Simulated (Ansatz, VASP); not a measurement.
## SiNi2 in VASP and in Ansatz

```
Si Ni
1.0
     3.21793    0.00000    0.00000
    -1.60897    2.78681    0.00000
     0.00000    0.00000    3.47451
Si Ni
1 2
Direct
  0.00000 0.00000 0.00000
  0.33333 0.66667 0.50000
  0.66667 0.33333 0.50000
```

Alike in both runs: task relaxation of cell and atoms; functional r2SCAN; k mesh 6 × 6 × 6; occupations gaussian, width 0.1 eV; no spin polarisation.

```csv
,VASP,Ansatz
version,VASP 6.6.1,Ansatz 0.2.0
potentials or method,"VASP PAW PBE potentials, release 64 (Si, Ni), cutoff 600 eV","scalar-relativistic, plane waves, PAW"
valence electrons in the cell,24,40
```

|  | VASP | Ansatz | Ansatz less VASP |
| --- | --- | --- | --- |
| gap on the k mesh at the Fermi level, each at its own relaxed structure (eV) | none | none | - |
| relaxed volume (Å³/atom) | 10.85 | 10.84 | -0.011 |
| relaxed cell length with the largest relative difference (Å) | 2.448 | 2.446 | -0.0020 |

VASP's potentials were made for PBE, not for r2SCAN. A gap of «none» marks a metal or a gap that the smearing closes. VASP's potentials hold 24 valence electrons a cell and Ansatz's 40, so a difference there can come from the potentials and not from the codes.

The k mesh is coarse, so the values compare programs but aren't converged.
